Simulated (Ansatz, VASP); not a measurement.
**SnPb2Se3: VASP beside Ansatz**

```
CELL_PARAMETERS angstrom
4.36081 0.00000 0.00000
-2.18040 3.77657 0.00000
0.00000 0.00000 10.68836
ATOMIC_POSITIONS crystal
Sn 0.00000 0.00000 0.50000
Pb 0.66667 0.33333 0.83057
Pb 0.33333 0.66667 0.16943
Se 0.00000 0.00000 0.00000
Se 0.66667 0.33333 0.33994
Se 0.33333 0.66667 0.66006
```

Alike in both runs: functional PBE; k mesh 12 × 12 × 4; occupations gaussian, width 0.01 eV; no spin polarisation.

Ansatz relaxed the structure, and its values are those at the end. VASP's run is a single point on that final structure, the one shown.

|  | VASP | Ansatz |
| --- | --- | --- |
| version | VASP 6.6.1 | Ansatz 0.2.0 |
| potentials or method | VASP PAW PBE potentials, release 64 (Sn_d, Pb_d, Se), cutoff 520 eV | scalar-relativistic, plane waves, PAW |
| valence electrons in the cell | 60 | 90 |

```csv
,VASP,Ansatz,Ansatz less VASP
gap on the k mesh at the Fermi level (eV),0.12,0.12,-0.003
least direct gap on the mesh (eV),0.12,0.12,-0.003
pressure (GPa),0.0,0.0,+0.01
```

With one functional, cell and mesh, what is left measures potentials, basis and numerics. VASP's potentials hold 60 valence electrons a cell and Ansatz's 90, so a difference there can come from the potentials and not from the codes.

Neither program's run includes spin-orbit coupling.
